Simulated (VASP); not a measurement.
Input of a VASP 6.6.1 run:

POSCAR

```
PbS
1.0
    0.0000000000      3.0047775019      3.0047775019
    3.0047775019      0.0000000000      3.0047775019
    3.0047775019      3.0047775019      0.0000000000
Pb S
1 1
Direct
    0.0000000000      0.0000000000      0.0000000000
    0.5000000000      0.5000000000      0.5000000000
```

Contents of INCAR.step1:

```
SYSTEM = PbS
PREC = Accurate
ENCUT = 520
ISMEAR = -1
SIGMA = 0.05
LREAL = .False.
LASPH = .True.
NELM = 60
NBANDS = 17
GGA = PE
ALGO = Normal
EDIFF = 1E-4
LWAVE = .True.
LCHARG = .False.
```

Contents of INCAR.step2:

```
SYSTEM = PbS
PREC = Accurate
ENCUT = 520
EDIFF = 1E-6
ISMEAR = -1
SIGMA = 0.05
LREAL = .False.
LASPH = .True.
NELM = 60
ALGO = Normal
ISIF = 2
LWAVE = .False.
LCHARG = .True.
METAGGA = R2SCAN
LMIXTAU = .True.
LUSE_VDW = .True.
IVDW_NL = 2
BPARAM = 11.95
CPARAM = 0.0093
LELF = .True.
LVHAR = .True.
NBANDS = 17
ISTART = 1
```

KPOINTS

```
regular mesh
0
Gamma
  8 8 8
  0 0 0
```

Potentials or basis: VASP PAW PBE potentials, release 64 (Pb_d, S).

Run with:

```bash
$ cat potpaw_PBE.64/Pb_d/POTCAR potpaw_PBE.64/S/POTCAR > POTCAR
$ cp INCAR.step1 INCAR
$ mpirun -np 1 vasp_std > vasp.out
$ cp INCAR.step2 INCAR
$ mpirun -np 1 vasp_std > vasp.out
```

Question: Estimate the band gap on the k mesh.

Answer: 0.72 eV, direct.

Question: Estimate the pressure.

Answer: -1.8 GPa.

Caveat: the PAW data sets were made with another functional, which shifts forces and pressure a little; spin-orbit coupling is left out, which moves the levels of the heavy elements. A k mesh can miss the band edges.
